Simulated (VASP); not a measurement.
# CsReAs4 (F-43m) in VASP: single point with PBE

Aim: the single point of CsReAs4 with PBE.

Program: VASP 6.6.1. These are calculated values, not measurements. Logs are shortened: lines on timing, memory, paths and dates and some standing lists are left out, and cuts for length are marked.

## (1) The cell of the first run

Symmetry: F-43m, No. 216, cubic system. The conventional cell has a = 8.705 Å, b = 8.705 Å, c = 8.705 Å, α = 90.00°, β = 90.00°, γ = 90.00°. Within 4.8 Å of Cs (site symmetry -43m) lie 12 As at 3.68 Å and 4 Re at 3.77 Å. Within 4.7 Å of Re (site symmetry -43m) lie 12 As at 3.57 Å and 4 Cs at 3.77 Å. As (site symmetry 3m) has 3 As at 2.54 Å within 3.4 Å.

The cell was generated, and may not be a known phase.

## (2) Single point, PBE, collinear spin

The input, INCAR:

```
SYSTEM = CsReAs4
PREC = Accurate
ENCUT = 520
EDIFF = 1E-6
ISMEAR = 0
SIGMA = 0.1
LREAL = .False.
LASPH = .True.
NELM = 150
ALGO = Normal
ISIF = 2
LWAVE = .False.
LCHARG = .False.
ISPIN = 2
MAGMOM = 0 4.32 0 0 0 0
LORBIT = 11
LMAXMIX = 4
GGA = PE
NBANDS = 31
```

The input, KPOINTS:

```
Automatic mesh
0
Gamma
  8 8 8
  0 0 0
```

The input, POSCAR:

```
CsReAs4
1.0
    0.0000000000      4.3525890743      4.3525890743
    4.3525890743      0.0000000000      4.3525890743
    4.3525890743      4.3525890743      0.0000000000
Cs Re As
1 1 4
Direct
    0.0000000000      0.0000000000      0.0000000000
    0.2500000000      0.2500000000      0.2500000000
    0.6032864443      0.6032864443      0.1901406671
    0.6032864443      0.1901406671      0.6032864443
    0.1901406671      0.6032864443      0.6032864443
    0.6032864443      0.6032864443      0.6032864443
```

Potentials or basis: VASP PAW PBE potentials, release 64 (Cs_sv, Re, As).

On the command line:

```bash
> cat potpaw_PBE.64/Cs_sv/POTCAR potpaw_PBE.64/Re/POTCAR potpaw_PBE.64/As/POTCAR > POTCAR
> mpirun -np 1 vasp_std > vasp.out
```

OUTCAR:

```text
SYSTEM = CsReAs4
   PREC = Accurate
   ENCUT = 520
   EDIFF = 1E-6
   ISMEAR = 0
   LREAL = .False.
   LASPH = .True.
   NELM = 150
   ISIF = 2
   ISPIN = 2
   LORBIT = 11
   GGA = PE

 ion  position               nearest neighbor table
   1  0.000  0.000  0.000-
   2  0.250  0.250  0.250-
   3  0.603  0.603  0.190-   4 2.54   5 2.54   6 2.54
   4  0.603  0.190  0.603-   3 2.54   5 2.54   6 2.54
   5  0.190  0.603  0.603-   3 2.54   4 2.54   6 2.54
   6  0.603  0.603  0.603-   3 2.54   4 2.54   5 2.54

  LATTYP: Found a face centered cubic cell.
 ALAT       =     8.7051781486

  Lattice vectors:

 A1 = (   0.0000000000,   4.3525890743,   4.3525890743)
 A2 = (   4.3525890743,   0.0000000000,   4.3525890743)
 A3 = (   4.3525890743,   4.3525890743,   0.0000000000)

Analysis of symmetry for initial positions (statically):
=====================================================================
 Subroutine PRICEL returns:
 Original cell was already a primitive cell.

 Routine SETGRP: Setting up the symmetry group for a
 face centered cubic supercell.

 Subroutine GETGRP returns: Found 24 space group operations
 (whereof 24 operations were pure point group operations)
 out of a pool of 48 trial point group operations.

The static configuration has the point symmetry T_d .

Analysis of symmetry for dynamics (positions and initial velocities):
=====================================================================
 Subroutine PRICEL returns:
 Original cell was already a primitive cell.

 Routine SETGRP: Setting up the symmetry group for a
 face centered cubic supercell.

 Subroutine GETGRP returns: Found 24 space group operations
 (whereof 24 operations were pure point group operations)
 out of a pool of 48 trial point group operations.

The dynamic configuration has the point symmetry T_d .

Analysis of structural, dynamic, and magnetic symmetry:
=====================================================================
 Subroutine PRICEL returns:
 Original cell was already a primitive cell.

 Routine SETGRP: Setting up the symmetry group for a
 face centered cubic supercell.

 Subroutine GETGRP returns: Found 24 space group operations
 (whereof 24 operations were pure point group operations)
 out of a pool of 48 trial point group operations.

The overall configuration has the point symmetry T_d .

 Subroutine INISYM returns: Found 24 space group operations
 (whereof 24 operations are pure point group operations),
 and found     1 'primitive' translations

----------------------------------------------------------------------------------------

                                     Primitive cell

  volume of cell :     164.9199

  direct lattice vectors                    reciprocal lattice vectors
     0.000000000  4.352589074  4.352589074    -0.114874157  0.114874157  0.114874157
     4.352589074  0.000000000  4.352589074     0.114874157 -0.114874157  0.114874157
     4.352589074  4.352589074  0.000000000     0.114874157  0.114874157 -0.114874157

  length of vectors
     6.155490500  6.155490500  6.155490500     0.198967876  0.198967876  0.198967876

  position of ions in fractional coordinates (direct lattice)
     0.000000000  0.000000000  0.000000000
     0.250000000  0.250000000  0.250000000
     0.603286444  0.603286444  0.190140667
     0.603286444  0.190140667  0.603286444
     0.190140667  0.603286444  0.603286444
     0.603286444  0.603286444  0.603286444

  ion indices of the primitive-cell ions
   primitive index   ion index
                 1           1
                 2           2
                 3           3
                 4           4
                 5           5
                 6           6

----------------------------------------------------------------------------------------

 KPOINTS: Automatic mesh

Automatic generation of k-mesh.
 Grid dimensions read from file:
 generate k-points for:    8    8    8

 Generating k-lattice:

  Cartesian coordinates                     Fractional coordinates (reciprocal lattice)
    -0.014359270  0.014359270  0.014359270     0.125000000  0.000000000  0.000000000
     0.014359270 -0.014359270  0.014359270     0.000000000  0.125000000  0.000000000
     0.014359270  0.014359270 -0.014359270     0.000000000  0.000000000  0.125000000
[... 40 lines left out ...]
   number of dos      NEDOS =    301   number of ions     NIONS =      6
   total plane-waves  NPLWV = 110592
   dimension x,y,z NGX =    48 NGY =   48 NGZ =   48
   dimension x,y,z NGXF=    96 NGYF=   96 NGZF=   96
   ions per type =               1   1   4
   NGX,Y,Z   is equivalent  to a cutoff of  12.96, 12.96, 12.96 a.u.
   NGXF,Y,Z  is equivalent  to a cutoff of  25.93, 25.93, 25.93 a.u.
 SYSTEM =  CsReAs4
   PREC   = accura    normal or accurate (medium, high low for compatibility)
   ISTART =      0    job   : 0-new  1-cont  2-samecut
   ICHARG =      2    charge: 1-file 2-atom 10-const
   ISPIN  =      2    spin polarized calculation?
   LNONCOLLINEAR =      F non collinear calculations
   LSORBIT =      F    spin-orbit coupling
   LASPH  =      T    aspherical Exc in radial PAW
   ENCUT  =  520.0 eV  38.22 Ry    6.18 a.u.  11.45 11.45 11.45*2*pi/ulx,y,z
   NELM   =    150;   NELMIN=  2; NELMDL= -5     # of ELM steps
   EDIFF  = 0.1E-05   stopping-criterion for ELM
   LREAL  =      F    real-space projection
   EDIFFG = 0.1E-04   stopping-criterion for IOM
   NSW    =      0    number of steps for IOM
   IBRION =     -1    ionic relax: 0-MD 1-quasi-New 2-CG
   NFREE  =      0    steps in history (QN), initial steepest desc. (CG)
   ISIF   =      2    stress and relaxation
   ISYM   =      2    0-nonsym 1-usesym 2-fastsym
   POTIM  = 0.5000    time-step for ionic-motion
   TEBEG  =    0.0;   TEEND  =   0.0 temperature during run
   PSTRESS=    0.0 pullay stress
   NELECT =      36.0000    total number of electrons
   NUPDOWN=      -1.0000    fix difference up-down
   EMIN   =  10.00;   EMAX   =-10.00  energy-range for DOS
   EFERMI =   0.00;   METHOD = LEGACY
   ISMEAR =     0;   SIGMA  =   0.10  broadening in eV -4-tet -1-fermi 0-gaus
   EFERMI_NEDOS =   21; number of points for ismear=-14 and -15
   IALGO  =     38    algorithm
   IMIX   =      4    mixing-type and parameters
     AMIX     =   0.40;   BMIX     =  1.00
     AMIX_MAG =   1.60;   BMIX_MAG =  1.00
  volume/ion in A,a.u.               =      27.49       185.49
  Fermi-wavevector in a.u.,A,eV,Ry     =   0.985715  1.862731 13.219882  0.971634
  Thomas-Fermi vector in A             =   2.117042
   LORBIT       =     11    0 simple, 1 ext, 2 COOP (PROOUT), +10 PAW based schemes
   GGA     = PE    functional components
   LHFCALC =     F    Hartree Fock is set to
   AEXX    =    0.0000 exact exchange contribution
   IVDW    =     0    specifies the selected vdW correction
   LEPSILON=     F    determine dielectric tensor
   LRPA    =     F    only Hartree local field effects (RPA)
 spin polarized calculation
 Gauss-broadening in eV      SIGMA  =   0.10
  energy-cutoff  :      520.00
  volume of cell :      164.92
 maximum number of plane-waves:      4477
 NGX is ok and might be reduce to    48
   NGX = 23   NGY = 23   NGZ = 23

 number of electron      35.9999998 magnetization       3.9999358

 Free energy of the ion-electron system (eV)
  ---------------------------------------------------
  ext. energy  EPLUGINS =         0.00000000
  ---------------------------------------------------
  free energy    TOTEN  =       -26.04145957 eV

  energy without entropy =      -26.03410378  energy(sigma->0) =      -26.03778168

 E-fermi :   3.7644     XC(G=0):  -9.4394

 val. band max:        3.7640372555   @ k =  -0.3750   0.3750   0.0000
 cond. band min:       3.7831560614   @ k =  -0.3750   0.5000   0.1250
 fundamental gap:      0.0191188059
 Fermi energy:         3.7643710906

 spin component 1

 k-point     1 :       0.0000    0.0000    0.0000
  band No.  band energies     occupation
      1     -17.8967      1.00000
      2     -10.7251      1.00000
      3      -6.0350      1.00000
      4      -6.0350      1.00000
      5      -6.0350      1.00000
      6      -4.8096      1.00000
[... 781 lines left out ...]
     29       8.4272      0.00000
     30       9.4495      0.00000

 [... further k-points ...]

 spin component 2

 k-point     1 :       0.0000    0.0000    0.0000
  band No.  band energies     occupation
      1     -17.8876      1.00000
      2     -10.7202      1.00000
      3      -6.0584      1.00000
      4      -6.0584      1.00000
      5      -6.0584      1.00000
      6      -4.8097      1.00000
[... 781 lines left out ...]
     29       8.8452      0.00000
     30       9.6842      0.00000

 [... further k-points ...]

 [bands above 30 left out]

------------------------ aborting loop because EDIFF is reached ----------------------------------------

  FORCE on cell =-STRESS in cart. coord.  units (eV):
  Direction    XX          YY          ZZ          XY          YZ          ZX
  --------------------------------------------------------------------------------------
  -------------------------------------------------------------------------------------
  Total        0.2092249      0.2092249      0.2092249      0.0000000      0.0000000     -0.0000000
  in kB        2.0325955      2.0325955      2.0325955      0.0000000      0.0000000     -0.0000000
  external PRESSURE =       2.0325955 kB  Pullay stress =       0.0000000 kB

 VOLUME and BASIS-vectors are now :
 -----------------------------------------------------------------------------
  energy-cutoff  :      520.00
  volume of cell :      164.92
      direct lattice vectors                 reciprocal lattice vectors
     0.000000000  4.352589074  4.352589074    -0.114874157  0.114874157  0.114874157
     4.352589074  0.000000000  4.352589074     0.114874157 -0.114874157  0.114874157
     4.352589074  4.352589074  0.000000000     0.114874157  0.114874157 -0.114874157

 POSITION                                       TOTAL-FORCE (eV/Angst)
 -----------------------------------------------------------------------------------
      0.00000      0.00000      0.00000         0.000000      0.000000      0.000000
      2.17629      2.17629      2.17629         0.000000      0.000000      0.000000
      3.45346      3.45346      5.25172        -0.032004     -0.032004      0.032004
      3.45346      5.25172      3.45346        -0.032004      0.032004     -0.032004
      5.25172      3.45346      3.45346         0.032004     -0.032004     -0.032004
      5.25172      5.25172      5.25172         0.032004      0.032004      0.032004
 -----------------------------------------------------------------------------------
    total drift:                               -0.000000     -0.000000     -0.000000

  FREE ENERGIE OF THE ION-ELECTRON SYSTEM (eV)
  ---------------------------------------------------
  free  energy   TOTEN  =       -26.0414595735 eV

  energy  without entropy=      -26.0341037798  energy(sigma->0) =      -26.03778168

 total charge

# of ion       s       p       d       tot
------------------------------------------
    1        1.840   4.678   0.077   6.595
    2        0.616   0.077   4.530   5.223
    3        1.308   1.323   0.047   2.678
    4        1.308   1.323   0.047   2.678
    5        1.308   1.323   0.047   2.678
    6        1.308   1.323   0.047   2.678
--------------------------------------------------
tot          7.689  10.046   4.794  22.528

 magnetization (x)

# of ion       s       p       d       tot
------------------------------------------
    1        0.002   0.015  -0.003   0.014
    2        0.175   0.010   3.542   3.727
    3       -0.000  -0.015  -0.000  -0.015
    4       -0.000  -0.015  -0.000  -0.015
    5       -0.000  -0.015  -0.000  -0.015
    6       -0.000  -0.015  -0.000  -0.015
--------------------------------------------------
tot          0.177  -0.035   3.537   3.680
```

Wall time 8 min (1 thread of AMD EPYC 7R43 (Zen 3), shared host); peak memory 0.52 GiB.

Results:

- Free energy: -26.0415 eV
- Pressure: 0.2 GPa
- Largest force: 0.055 eV/Å
- Band gap on the k mesh: zero (filled and empty bands overlap)
- Net moment: 4.00 μB per cell
- Site moments: Cs +0.01; Re +3.73; As -0.01 μB
- Valence electrons inside the program's atomic spheres: Cs 6.59; Re 5.22; As 2.68

Forces on the atoms (eV/Å):
```
Cs   0.000  0.000  0.000
Re   0.000  0.000  0.000
As  -0.032 -0.032  0.032
As  -0.032  0.032 -0.032
As   0.032 -0.032 -0.032
As   0.032  0.032  0.032
```

Caveat: spin-orbit coupling is left out, which moves the levels of the heavy elements.
